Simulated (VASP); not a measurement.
CdSiN2: single point with PBE

CdSiN2:

```
Cd N Si
1.0
     3.08935    0.00000    0.00000
     0.00000    3.08935    0.00000
     0.00000    0.00000   10.31588
Cd N Si
2 4 2
Cartesian
  1.5447 0.0000 8.8884
  0.0000 1.5447 1.4275
  1.5447 1.5447 0.0000
  0.0000 0.0000 3.3497
  1.5447 1.5447 5.1579
  0.0000 0.0000 6.9662
  1.5447 0.0000 4.0817
  0.0000 1.5447 6.2341
```

```yaml
Program: VASP 6.6.1
Task: single point
Functional: PBE
Potentials_or_basis: VASP PAW PBE potentials, release 64 (Cd, N, Si)
Cutoff: 520 eV
k_mesh: 8 × 8 × 4
Occupations: fermi-dirac, width 0.02 eV
Spin: no spin polarisation
Dipole_correction: no
Further_INCAR_settings: ALGO = Normal; EDIFF = 1e-06; NBANDS = 36
```

```
Pressure               : 5.3 GPa
Largest force          : 0.384 eV/Å
Band gap on the k mesh : zero (bands 26 and 27 overlap by 0.41 eV)
```

Forces in eV/Å, atoms in the order of the input:
```
Cd   0.000  0.000 -0.384
Cd   0.000  0.000  0.384
N    0.000  0.000  0.000
N    0.000  0.000 -0.230
N    0.000  0.000  0.000
N    0.000  0.000  0.230
Si   0.000  0.000  0.089
Si   0.000  0.000 -0.089
```

Stress tensor (GPa, compression positive):
```
5.19 0.00 0.00
0.00 5.19 0.00
0.00 0.00 5.41
```

Levels at points of the mesh, in eV from the Fermi level:
```csv
k point,band 24,band 25,band 26,band 27,band 28,band 29
"(0.00, 0.00, 0.00)",-3.28,-1.29,-0.32,-0.32,-0.07,1.09
"(0.50, 0.00, 0.00)",-3.15,-3.03,0.09,0.67,1.28,2.40
"(0.50, 0.50, 0.00)",-3.06,-3.06,-2.86,-0.11,1.17,2.64
"(0.00, 0.00, 0.50)",-3.27,-0.32,-0.32,-0.28,-0.20,0.59
"(0.50, 0.00, 0.50)",-3.33,-3.03,0.09,1.19,1.60,1.62
"(0.50, 0.50, 0.50)",-3.06,-3.06,-2.99,0.37,1.81,1.95
```

It took 3.8 min on 1 thread of Intel Xeon 8259CL, with other jobs on the host, peak memory 0.28 GiB.

Caveat: the cell stands under pressure.
